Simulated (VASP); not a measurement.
# Pd: single point with LDA

Crystal: Pd.

```
CELL_PARAMETERS angstrom
-1.46464 1.46464 1.46464
1.46464 -1.46464 1.46464
1.46464 1.46464 -1.46464
ATOMIC_POSITIONS crystal
Pd 0.00000 0.00000 0.00000
```

This cell differs from its parent crystal: volume scaled by 0.88.

- Program: VASP 6.6.1
- Task: single point
- Functional: LDA
- Potentials or basis: VASP PAW LDA potentials, release 64 (Pd)
- Cutoff: 520 eV
- k mesh: 16 × 16 × 16
- Occupations: fermi-dirac, width 0.1 eV
- Spin: no spin polarisation
- Dipole correction: no
- Further INCAR settings: ALGO = Normal; EDIFF = 1e-06; NBANDS = 11

```
Pressure               : 39.8 GPa
Band gap on the k mesh : zero (band 5 reaches 13.45 eV, above the bottom of band 6 at 11.20 eV)
```

Levels at points of the mesh, in eV from the Fermi level:
| k point | band 3 | band 4 | band 5 | band 6 | band 7 | band 8 |
| --- | --- | --- | --- | --- | --- | --- |
| (0.00, 0.00, 0.00) | -3.84 | -3.84 | -1.26 | -1.26 | 19.48 | 19.48 |
| (0.50, 0.00, 0.00) | -1.33 | -0.90 | 0.84 | 1.03 | 9.42 | 15.31 |
| (0.50, 0.50, 0.50) | 0.32 | 0.32 | 0.32 | 9.75 | 9.75 | 9.75 |

It took 6.7 s on 1 thread of Intel(R) Xeon(R) 6975P-C (Granite Rapids), on a shared host, peak memory 0.13 GiB.
